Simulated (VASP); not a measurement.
**Y2Si2F: relaxation of cell and atoms with PBE**

Y2Si2F:

```xyz
5
Lattice="3.7796 0.0000 0.0000 -1.8898 3.2733 0.0000 0.0000 0.0000 7.9655" Properties=species:S:1:pos:R:3 pbc="T T T"
Y     0.0000    0.0000    6.1280
Y     0.0000    0.0000    1.8375
Si    0.0000    2.1822    3.9827
Si    1.8898    1.0911    3.9827
F     0.0000    0.0000    0.0000
```

The cell was built from a structure type or drawn by symmetry, and may not be a known phase.

```
Program                : VASP 6.6.1
Task                   : relaxation of cell and atoms
Functional             : PBE
Potentials or basis    : VASP PAW PBE potentials, release 64 (Y_sv, Si, F)
Cutoff                 : 600 eV
k mesh                 : 6 × 6 × 2
Occupations            : gaussian, width 0.1 eV
Spin                   : no spin polarisation
Dipole correction      : no
Further INCAR settings : ALGO = Normal; EDIFF = 1e-06; IBRION = 2; EDIFFG = -0.04; NSW = 90; ISIF = 3
```

```json
{
  "Relaxed volume": "23.56 Å³/atom",
  "Relaxed cell": "a = 4.131 Å, b = 4.131 Å, c = 7.971 Å, α = 90.00°, β = 90.00°, γ = 120.00°",
  "Space group after relaxing (to 0.1 Å)": "P6/mmm (No. 191)",
  "Energy gained by relaxing": "593.4 meV/atom",
  "Ionic steps": "13",
  "Pressure after relaxing": "0.2 GPa",
  "Largest force after relaxing": "0.006 eV/Å",
  "Band gap on the k mesh": "zero (an odd number of electrons rules out a gap without spin polarisation)"
}
```

Forces in eV/Å, atoms in the order of the input:
```
Y    0.000  0.000  0.006
Y    0.000  0.000 -0.006
Si   0.000  0.000  0.000
Si   0.000  0.000  0.000
F    0.000  0.000  0.000
```

Stress tensor (GPa, compression positive):
```
0.11 0.00 0.00
0.00 0.11 0.00
0.00 0.00 0.25
```

The path:
```csv
step,energy change (eV),largest force (eV/Å),pressure (GPa),volume (Å³)
1,0.0000,8.1585,21.99,98.55
2,-0.5197,0.0858,-8.24,141.25
3,-2.2201,0.3669,-1.24,115.77
4,-2.2548,0.5283,-0.25,114.19
5,-2.2702,0.8369,1.39,111.91
6,-2.6364,1.3211,-0.13,115.70
7,-2.7961,1.3678,-1.38,122.81
8,-2.8320,1.4615,-1.38,120.76
9,-2.9341,0.2954,-0.13,119.96
10,-2.9464,0.1150,-0.58,120.16
11,-2.9665,0.0095,-0.25,118.61
12,-2.9669,0.0041,-0.20,118.38
13,-2.9670,0.0056,0.16,117.81
```

Final structure:
```
Y Si F
1.0
     4.13111    0.00000    0.00000
    -2.06555    3.57765    0.00000
     0.00000    0.00000    7.97120
Y Si F
2 2 1
Direct
  0.00000 0.00000 0.72390
  0.00000 0.00000 0.27610
  0.33333 0.66667 0.50000
  0.66667 0.33333 0.50000
  0.00000 0.00000 0.00000
```

Levels at points of the mesh, in eV from the Fermi level:
```tsv
k point	band 16	band 17	band 18	band 19	band 20	band 21
(0.00, 0.00, 0.00)	-3.17	-1.65	-0.93	-0.64	-0.64	0.93
(0.50, 0.00, 0.00)	-2.49	-2.42	-1.79	1.08	1.43	1.67
(0.00, 0.00, 0.50)	-3.16	-1.14	-0.93	-0.74	-0.74	0.86
(0.50, 0.00, 0.50)	-2.49	-2.48	-1.60	1.23	1.54	1.95
```

Wall time 6.5 min on 1 thread of Intel(R) Xeon(R) Platinum 8488C (Sapphire Rapids), with other jobs on the host, peak memory 0.27 GiB.

Caveat: the k points lie up to 0.39 Å⁻¹ apart in the final cell, too coarse for converged energies and pressures of a metal; the volume moved by over 15 % at a fixed basis, so the end points are rough; an odd number of electrons without spin polarisation forces a metal; a magnetic or distorted state may lie lower.
